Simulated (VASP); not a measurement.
A run of VASP 6.6.1:

File INCAR:

```
SYSTEM = NaCl
PREC = Accurate ; ENCUT = 500
EDIFF = 1E-6 ; ISMEAR = -1
SIGMA = 0.03 ; LREAL = .FALSE.
LASPH = .TRUE. ; NELM = 120
ALGO = Normal ; ISIF = 2
LWAVE = .FALSE. ; LCHARG = .FALSE.
NBANDS = 14 ; GGA_COMPAT = .FALSE.
```

The input KPOINTS:

```
Automatic mesh
0
G
  8 8 8
  0 0 0
```

File POSCAR:

```
NaCl
1.0
    0.0000000000      2.8317500000      2.8317500000
    2.8317500000      0.0000000000      2.8317500000
    2.8317500000      2.8317500000      0.0000000000
Na Cl
1 1
Direct
    0.0000000000      0.0000000000      0.0000000000
    0.5000000000      0.5000000000      0.5000000000
```

Potentials or basis: VASP PAW LDA potentials, release 64 (Na_pv, Cl).

Launch:

```sh
$ cat potpaw_LDA.64/Na_pv/POTCAR potpaw_LDA.64/Cl/POTCAR > POTCAR
$ mpirun -np 1 vasp_std > vasp.out
```

Hardware: 1 thread of Intel(R) Xeon(R) Platinum 8259CL CPU @ 2.50GHz (Skylake/Cascade Lake) (shared host).

**Question.** How long does it take, and how much memory?

**Answer.** Run time: 13 s on 1 thread of Intel(R) Xeon(R) Platinum 8259CL CPU @ 2.50GHz (Skylake/Cascade Lake), on a shared host, peak memory 0.14 GiB. Counts: scf iterations 11, k points 29.
